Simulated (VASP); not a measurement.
# BaCINO (Pnma) in VASP: electric field gradients with PBE

Aim: the electric field gradients of BaCINO with PBE.

All numbers are computed with VASP 6.6.1; they aren't measurements. Logs are shortened: lines on timing, memory, paths and dates and some standing lists are left out, and cuts for length are marked.

## (1) The cell of the first run

Symmetry: Pnma, No. 62, orthorhombic system. The conventional cell has a = 8.545 Å, b = 4.746 Å, c = 11.601 Å, α = 90.00°, β = 90.00°, γ = 90.00°. Within 3.8 Å of Ba (site symmetry m) lie 2 N at 2.76 Å and 2 O at 2.81 to 2.83 Å and 4 C at 3.48 to 3.73 Å and 5 I at 3.62 to 3.67 Å. Within 1.5 Å of C (site symmetry m) lie 1 N at 1.13 Å and 1 O at 1.33 Å. Within 5.2 Å of I (site symmetry m) lie 5 N at 3.57 to 5.14 Å and 5 Ba at 3.62 to 3.67 Å and 7 C at 3.65 to 4.94 Å and 5 O at 3.73 to 5.09 Å and 6 I at 4.38 to 4.94 Å. Within 1.5 Å of N (site symmetry m) lie 1 C at 1.13 Å. Within 1.8 Å of O (site symmetry m) lie 1 C at 1.33 Å.

## (2) Electric field gradients, PBE

Contents of INCAR:

```
SYSTEM = BaCINO
PREC     = Accurate       ! precision mode
ENCUT    = 520            ! plane-wave cutoff, eV
EDIFF    = 1E-8           ! SCF threshold, eV
ISMEAR   = -1             ! smearing method
SIGMA    = 0.02           ! smearing width, eV
LREAL    = Auto         
LASPH    = .True.         ! aspherical terms in the spheres
NELM     = 100            ! most SCF steps
ALGO     = Normal         ! electronic algorithm
ISIF     = 2              ! what is computed and relaxed
LWAVE    = .False.        ! write WAVECAR
LCHARG   = .False.        ! write CHGCAR
GGA      = PE             ! functional
LEFG     = .True.       
NBANDS   = 80             ! bands
```

Contents of KPOINTS:

```
regular mesh
0
Gamma
  3 5 2
  0 0 0
```

Contents of POSCAR:

```
BaCINO
1.0
    8.5452400000      0.0000000000      0.0000000000
    0.0000000000      4.7462200000      0.0000000000
    0.0000000000      0.0000000000     11.6013300000
Ba C I N O
4 4 4 4 4
Direct
    0.7730000000      0.7500000000      0.6577200000
    0.7270000000      0.2500000000      0.1577200000
    0.2730000000      0.7500000000      0.8422800000
    0.2270000000      0.2500000000      0.3422800000
    0.6205000000      0.2500000000      0.4697000000
    0.8795000000      0.7500000000      0.9697000000
    0.1205000000      0.2500000000      0.0303000000
    0.3795000000      0.7500000000      0.5303000000
    0.0928800000      0.2500000000      0.6429000000
    0.4071200000      0.7500000000      0.1429000000
    0.5928800000      0.2500000000      0.8571000000
    0.9071200000      0.7500000000      0.3571000000
    0.3177000000      0.7500000000      0.4439000000
    0.1823000000      0.2500000000      0.9439000000
    0.8177000000      0.7500000000      0.0561000000
    0.6823000000      0.2500000000      0.5561000000
    0.4453000000      0.7500000000      0.6339000000
    0.0547000000      0.2500000000      0.1339000000
    0.9453000000      0.7500000000      0.8661000000
    0.5547000000      0.2500000000      0.3661000000
```

Potentials or basis: VASP PAW PBE potentials, release 64 (Ba_sv, C, I, N, O).

Run with:

```bash
$ cat potpaw_PBE.64/Ba_sv/POTCAR potpaw_PBE.64/C/POTCAR potpaw_PBE.64/I/POTCAR potpaw_PBE.64/N/POTCAR potpaw_PBE.64/O/POTCAR > POTCAR
$ mpirun -np 1 vasp_std > vasp.out
```

OUTCAR:

```text
SYSTEM = BaCINO
   PREC = Accurate
   ENCUT = 520
   EDIFF = 1E-8
   ISMEAR = -1
   LREAL = Auto
   LASPH = .True.
   NELM = 100
   ISIF = 2
   GGA = PE

 ion  position               nearest neighbor table
   1  0.773  0.750  0.658-  16 2.76  16 2.76  17 2.81  19 2.83   9 3.62   9 3.62  11 3.65  11 3.65
                            12 3.67
   2  0.727  0.250  0.158-  15 2.76  15 2.76  18 2.81  20 2.83  10 3.62  10 3.62  12 3.65  12 3.65
                            11 3.67
   3  0.273  0.750  0.842-  14 2.76  14 2.76  19 2.81  17 2.83  11 3.62  11 3.62   9 3.65   9 3.65
                            10 3.67
   4  0.227  0.250  0.342-  13 2.76  13 2.76  20 2.81  18 2.83  12 3.62  12 3.62  10 3.65  10 3.65
                             9 3.67
   5  0.620  0.250  0.470-  16 1.13  20 1.33
   6  0.880  0.750  0.970-  15 1.13  19 1.33
   7  0.120  0.250  0.030-  14 1.13  18 1.33
   8  0.380  0.750  0.530-  13 1.13  17 1.33
   9  0.093  0.250  0.643-   1 3.62   1 3.62   3 3.65   3 3.65   4 3.67
  10  0.407  0.750  0.143-   2 3.62   2 3.62   4 3.65   4 3.65   3 3.67
  11  0.593  0.250  0.857-   3 3.62   3 3.62   1 3.65   1 3.65   2 3.67
  12  0.907  0.750  0.357-   4 3.62   4 3.62   2 3.65   2 3.65   1 3.67
  13  0.318  0.750  0.444-   8 1.13   4 2.76   4 2.76
  14  0.182  0.250  0.944-   7 1.13   3 2.76   3 2.76
  15  0.818  0.750  0.056-   6 1.13   2 2.76   2 2.76
  16  0.682  0.250  0.556-   5 1.13   1 2.76   1 2.76
  17  0.445  0.750  0.634-   8 1.33   1 2.81   3 2.83
  18  0.055  0.250  0.134-   7 1.33   2 2.81   4 2.83
  19  0.945  0.750  0.866-   6 1.33   3 2.81   1 2.83
  20  0.555  0.250  0.366-   5 1.33   4 2.81   2 2.83

  LATTYP: Found a simple orthorhombic cell.
 ALAT       =     4.7462200000
 B/A-ratio  =     1.8004306585
 C/A-ratio  =     2.4443304356

  Lattice vectors:

 A1 = (   0.0000000000,  -4.7462200000,   0.0000000000)
 A2 = (   8.5452400000,   0.0000000000,   0.0000000000)
 A3 = (   0.0000000000,   0.0000000000,  11.6013300000)

Analysis of symmetry for initial positions (statically):
=====================================================================
 Subroutine PRICEL returns:
 Original cell was already a primitive cell.

 Routine SETGRP: Setting up the symmetry group for a
 simple orthorhombic supercell.

 Subroutine GETGRP returns: Found  8 space group operations
 (whereof  2 operations were pure point group operations)
 out of a pool of  8 trial point group operations.

The static configuration has the point symmetry S_2 .
 The point group associated with its full space group is D_2h.

Analysis of symmetry for dynamics (positions and initial velocities):
=====================================================================
 Subroutine PRICEL returns:
 Original cell was already a primitive cell.

 Routine SETGRP: Setting up the symmetry group for a
 simple orthorhombic supercell.

 Subroutine GETGRP returns: Found  8 space group operations
 (whereof  2 operations were pure point group operations)
 out of a pool of  8 trial point group operations.

The dynamic configuration has the point symmetry S_2 .
 The point group associated with its full space group is D_2h.

 Subroutine INISYM returns: Found  8 space group operations
 (whereof  2 operations are pure point group operations),
 and found     1 'primitive' translations

----------------------------------------------------------------------------------------

                                     Primitive cell

  volume of cell :     470.5220

  direct lattice vectors                    reciprocal lattice vectors
     8.545240000  0.000000000  0.000000000     0.117024215  0.000000000  0.000000000
     0.000000000  4.746220000  0.000000000     0.000000000  0.210693984  0.000000000
     0.000000000  0.000000000 11.601330000     0.000000000  0.000000000  0.086197014

  length of vectors
[... 109 lines left out ...]
   IBRION =     -1    ionic relax: 0-MD 1-quasi-New 2-CG
   NFREE  =      0    steps in history (QN), initial steepest desc. (CG)
   ISIF   =      2    stress and relaxation
   ISYM   =      2    0-nonsym 1-usesym 2-fastsym
   POTIM  = 0.5000    time-step for ionic-motion
   TEBEG  =    0.0;   TEEND  =   0.0 temperature during run
   PSTRESS=    0.0 pullay stress
   NELECT =     128.0000    total number of electrons
   NUPDOWN=      -1.0000    fix difference up-down
   EMIN   =  10.00;   EMAX   =-10.00  energy-range for DOS
   EFERMI =   0.00;   METHOD = LEGACY
   ISMEAR =    -1;   SIGMA  =   0.02  broadening in eV -4-tet -1-fermi 0-gaus
   EFERMI_NEDOS =   21; number of points for ismear=-14 and -15
   IALGO  =     38    algorithm
   IMIX   =      4    mixing-type and parameters
     AMIX     =   0.40;   BMIX     =  1.00
     AMIX_MAG =   1.60;   BMIX_MAG =  1.00
  volume/ion in A,a.u.               =      23.53       158.76
  Fermi-wavevector in a.u.,A,eV,Ry     =   1.060763  2.004551 15.309510  1.125217
  Thomas-Fermi vector in A             =   2.196155
   LORBIT       =      0    0 simple, 1 ext, 2 COOP (PROOUT), +10 PAW based schemes
   GGA     = PE    functional components
   LHFCALC =     F    Hartree Fock is set to
   AEXX    =    0.0000 exact exchange contribution
   IVDW    =     0    specifies the selected vdW correction
   LEPSILON=     F    determine dielectric tensor
   LRPA    =     F    only Hartree local field effects (RPA)
 non-spin polarized calculation
  energy-cutoff  :      520.00
  volume of cell :      470.52
 maximum number of plane-waves:     12692
 NGX is ok and might be reduce to    64
   NGX = 31   NGY = 17   NGZ = 43

 number of electron     127.9999985 magnetization

 Free energy of the ion-electron system (eV)
  ---------------------------------------------------
  ext. energy  EPLUGINS =         0.00000000
  ---------------------------------------------------
  free energy    TOTEN  =      -128.76234701 eV

  energy without entropy =     -128.76234701  energy(sigma->0) =     -128.76234701

 E-fermi :   1.4036     XC(G=0):  -8.5125

 val. band max:        0.9553420093   @ k =   0.0000   0.0000   0.0000
 cond. band min:       5.2656280961   @ k =   0.0000   0.0000   0.0000
 fundamental gap:      4.3102860868
 Fermi energy:         1.4036212709

 k-point     1 :       0.0000    0.0000    0.0000
  band No.  band energies     occupation
      1     -24.8621      2.00000
      2     -24.8597      2.00000
      3     -24.8492      2.00000
      4     -24.8488      2.00000
      5     -18.8778      2.00000
      6     -18.8413      2.00000
[... 937 lines left out ...]
     75       6.8670      0.00000
     76       6.8670      0.00000
 [bands above 76 left out]

------------------------ aborting loop because EDIFF is reached ----------------------------------------

  FORCE on cell =-STRESS in cart. coord.  units (eV):
  Direction    XX          YY          ZZ          XY          YZ          ZX
  --------------------------------------------------------------------------------------
  -------------------------------------------------------------------------------------
  Total        6.3733313      6.2856329      7.9975946     -0.0000000      0.0000000      0.0000000
  in kB       21.7018705     21.4032481     27.2326598     -0.0000000      0.0000000      0.0000000
  external PRESSURE =      23.4459261 kB  Pullay stress =       0.0000000 kB

 VOLUME and BASIS-vectors are now :
 -----------------------------------------------------------------------------
  energy-cutoff  :      520.00
  volume of cell :      470.52
      direct lattice vectors                 reciprocal lattice vectors
     8.545240000  0.000000000  0.000000000     0.117024215  0.000000000  0.000000000
     0.000000000  4.746220000  0.000000000     0.000000000  0.210693984  0.000000000
     0.000000000  0.000000000 11.601330000     0.000000000  0.000000000  0.086197014

 POSITION                                       TOTAL-FORCE (eV/Angst)
 -----------------------------------------------------------------------------------
      6.60547      3.55966      7.63043         0.104862     -0.000000      0.304513
      6.21239      1.18656      1.82976        -0.104862      0.000000      0.304513
      2.33285      3.55966      9.77157         0.104862      0.000000     -0.304513
      1.93977      1.18656      3.97090        -0.104862      0.000000     -0.304513
      5.30232      1.18656      5.44914        -4.732930      0.000000    -10.265903
      7.51554      3.55966     11.24981         4.732930     -0.000000    -10.265903
[... 12 lines left out ...]
      8.07782      3.55966     10.04791        -1.843646     -0.000000      4.187634
      4.74004      1.18656      4.24725         1.843646     -0.000000      4.187634
 -----------------------------------------------------------------------------------
    total drift:                                0.000000     -0.000000     -0.000000

  FREE ENERGIE OF THE ION-ELECTRON SYSTEM (eV)
  ---------------------------------------------------
  free  energy   TOTEN  =      -128.7623470089 eV

  energy  without entropy=     -128.7623470088  energy(sigma->0) =     -128.76234701

 Electric field gradients (V/A^2)
---------------------------------------------------------------------
 ion       V_xx      V_yy      V_zz      V_xy      V_xz      V_yz
---------------------------------------------------------------------
   1      14.990   -55.159    40.169    -0.000   -50.481     0.000
   2      14.990   -55.159    40.169     0.000    50.481     0.000
   3      14.990   -55.159    40.169    -0.000    50.481    -0.000
   4      14.990   -55.159    40.169     0.000   -50.481     0.000
   5       3.994    23.926   -27.920    -0.000   -23.001    -0.000
   6       3.994    23.926   -27.920     0.000    23.001     0.000
[... 12 lines left out ...]
  19     -38.615   -89.831   128.446     0.000   -88.707     0.000
  20     -38.615   -89.831   128.446    -0.000    88.707    -0.000
---------------------------------------------------------------------

 Electric field gradients after diagonalization (V/A^2)
 (convention: |V_zz| > |V_xx| > |V_yy|)
----------------------------------------------------------------------
 ion       V_xx      V_yy      V_zz     asymmetry (V_yy - V_xx)/ V_zz
----------------------------------------------------------------------
   1     -55.159   -24.448    79.607       0.386
   2     -55.159   -24.448    79.607       0.386
   3     -55.159   -24.448    79.607       0.386
   4     -55.159   -24.448    79.607       0.386
   5      23.926    16.031   -39.957       0.198
   6      23.926    16.031   -39.957       0.198
[... 12 lines left out ...]
  19     -89.831   -76.929   166.761       0.077
  20     -89.831   -76.929   166.761       0.077
----------------------------------------------------------------------

           NMR quadrupolar parameters

 Cq : quadrupolar parameter    Cq=e*Q*V_zz/h
 eta: asymmetry parameters     (V_yy - V_xx)/ V_zz
 Q  : nuclear electric quadrupole moment in mb (millibarn)
----------------------------------------------------------------------
 ion       Cq(MHz)       eta       Q (mb)
----------------------------------------------------------------------
   1       0.192       0.386       1.000
   2       0.192       0.386       1.000
   3       0.192       0.386       1.000
   4       0.192       0.386       1.000
   5      -0.097       0.198       1.000
   6      -0.097       0.198       1.000
[... 12 lines left out ...]
  19       0.403       0.077       1.000
  20       0.403       0.077       1.000
----------------------------------------------------------------------
```

Wall time 10 min (1 thread of AMD EPYC 9R45 (Zen 5), shared host); peak memory 0.63 GiB.

Results:

| Item | Value |
| --- | --- |
| Free energy | -128.7623 eV |
| Pressure | 2.3 GPa |
| Largest force | 11.304 eV/Å |
| Band gap on the k mesh | 4.31 eV |
| Largest electric field gradient by atom | Ba +79.6; C -40.0; I +40.1; N -45.3; O +166.8 V/Å² |

Forces in eV/Å, atoms in the order of the input:
```
Ba    0.105   0.000   0.305
Ba   -0.105   0.000   0.305
Ba    0.105   0.000  -0.305
Ba   -0.105   0.000  -0.305
C    -4.733   0.000 -10.266
C     4.733   0.000 -10.266
C    -4.733   0.000  10.266
C     4.733   0.000  10.266
I     0.073   0.000  -0.096
I    -0.073   0.000  -0.096
I     0.073   0.000   0.096
I    -0.073   0.000   0.096
N    -2.800   0.000  -5.551
N     2.800   0.000  -5.551
N    -2.800   0.000   5.551
N     2.800   0.000   5.551
O    -1.844   0.000  -4.188
O     1.844   0.000  -4.188
O    -1.844   0.000   4.188
O     1.844   0.000   4.188
```

Levels at points of the mesh, in eV from the valence-band top:
| k point | band 60 | band 61 | band 62 | band 63 | band 64 | band 65 | band 66 | band 67 | band 68 | band 69 |
| --- | --- | --- | --- | --- | --- | --- | --- | --- | --- | --- |
| (0.00, 0.00, 0.00) | -0.32 | -0.31 | -0.18 | -0.12 | 0.00 | 4.31 | 4.58 | 4.77 | 4.93 | 5.21 |
| (0.00, 0.00, 0.50) | -0.38 | -0.15 | -0.15 | -0.12 | -0.12 | 4.68 | 4.68 | 4.82 | 4.82 | 5.19 |

Electric field gradients, principal values (V/Å²):
```tsv
atom	least	middle	greatest (by size)
1 Ba	-24.448	-55.159	79.607
2 Ba	-24.448	-55.159	79.607
3 Ba	-24.448	-55.159	79.607
4 Ba	-24.448	-55.159	79.607
5 C	16.031	23.926	-39.957
6 C	16.031	23.926	-39.957
7 C	16.031	23.926	-39.957
8 C	16.031	23.926	-39.957
9 I	-5.505	-34.591	40.096
10 I	-5.505	-34.591	40.096
11 I	-5.505	-34.591	40.096
12 I	-5.505	-34.591	40.096
13 N	21.804	23.452	-45.256
14 N	21.804	23.452	-45.256
15 N	21.804	23.452	-45.256
16 N	21.804	23.452	-45.256
17 O	-76.929	-89.831	166.761
18 O	-76.929	-89.831	166.761
19 O	-76.929	-89.831	166.761
20 O	-76.929	-89.831	166.761
```

Caveat: without QUAD_EFG the Cq values of the log hold for a quadrupole moment of 1 mb, not for the nuclei; spin-orbit coupling is left out, which moves the levels of the heavy elements; an odd mesh through Γ misses points on the zone boundary, where band edges can lie; forces of over 1 eV/Å act on the atoms, so gaps and moduli don't describe the material at rest.
